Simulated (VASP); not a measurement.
Li: single point with PBEsol

Li:

```
Li
1.0
     0.00000    0.00000    4.98316
     6.11472    0.00000    0.00000
    -3.05736    5.29550    0.00000
Li
8
Direct
  0.25000 0.16667 0.33333
  0.25000 0.16667 0.83333
  0.25000 0.66667 0.33333
  0.25000 0.66667 0.83333
  0.75000 0.33333 0.16667
  0.75000 0.33333 0.66667
  0.75000 0.83333 0.16667
  0.75000 0.83333 0.66667
```

```
Program             : VASP 6.6.1
Task                : single point
Functional          : PBEsol
Potentials or basis : VASP PAW PBE potentials, release 64 (Li_sv)
Cutoff              : 520 eV
k mesh              : 6 × 6 × 6
Occupations         : gaussian, width 0.1 eV
Spin                : no spin polarisation
```

The band gap on the k mesh is zero (band 12 reaches 1.93 eV, above the bottom of band 13 at -0.46 eV).

Levels at points of the mesh, in eV from the Fermi level:
| k point | band 9 | band 10 | band 11 | band 12 | band 13 | band 14 | band 15 | band 16 |
| --- | --- | --- | --- | --- | --- | --- | --- | --- |
| (0.00, 0.00, 0.00) | -3.50 | -0.03 | -0.03 | -0.03 | 0.06 | 1.11 | 1.11 | 1.11 |
| (0.50, 0.00, 0.00) | -2.38 | -2.38 | 0.74 | 0.74 | 0.74 | 0.74 | 0.74 | 0.74 |
| (0.00, 0.50, 0.00) | -2.50 | -2.50 | -0.50 | -0.50 | 1.37 | 1.37 | 3.21 | 3.21 |
| (0.50, 0.50, 0.00) | -1.37 | -1.37 | -1.37 | -1.37 | 0.58 | 0.58 | 0.58 | 0.58 |

Run time: 54 s on 1 thread of Intel(R) Xeon(R) 6975P-C (Granite Rapids) (shared host), peak memory 0.3 GiB.
